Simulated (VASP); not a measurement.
**Al2Au: single point with PBEsol**

The system is Al2Au.

```xyz
3
Lattice="0.0000 2.9799 2.9799 2.9799 0.0000 2.9799 2.9799 2.9799 0.0000" Properties=species:S:1:pos:R:3 pbc="T T T"
Au    0.0000    0.0000    0.0000
Al    4.4698    4.4698    4.4698
Al    1.4899    1.4899    1.4899
```

This cell differs from its parent crystal: volume scaled by 0.98.

```
Program             : VASP 6.6.1
Task                : single point
Functional          : PBEsol
Potentials or basis : VASP PAW PBE potentials, release 64 (Au, Al)
Cutoff              : 520 eV
k mesh              : 8 × 8 × 8
Occupations         : fermi-dirac, width 0.05 eV
Spin                : no spin polarisation
```

```
Pressure : 2.3 GPa
```

Levels at points of the mesh, in eV from the Fermi level:
```
           k point  band 5  band 6  band 7  band 8  band 9  band 10  band 11  band 12  band 13  band 14
(0.00, 0.00, 0.00)   -5.75   -5.75    2.41    2.92    2.92     2.92     4.01     4.01     4.01     5.78
(0.50, 0.00, 0.00)   -5.62   -5.62   -5.56    0.34    0.34     3.29     3.75     3.88     3.88     8.89
(0.50, 0.50, 0.00)   -5.90   -5.43   -5.12   -2.17   -2.17     1.40     2.04     7.66     9.99     9.99
```

Wall time 18 s on 1 thread of AMD EPYC 9R45 96-Core Processor (Zen 5) (shared host), peak memory 0.16 GiB.

Caveat: the PAW data sets were made with another functional, which shifts forces and pressure a little; spin-orbit coupling is left out, which moves the levels of the heavy elements.
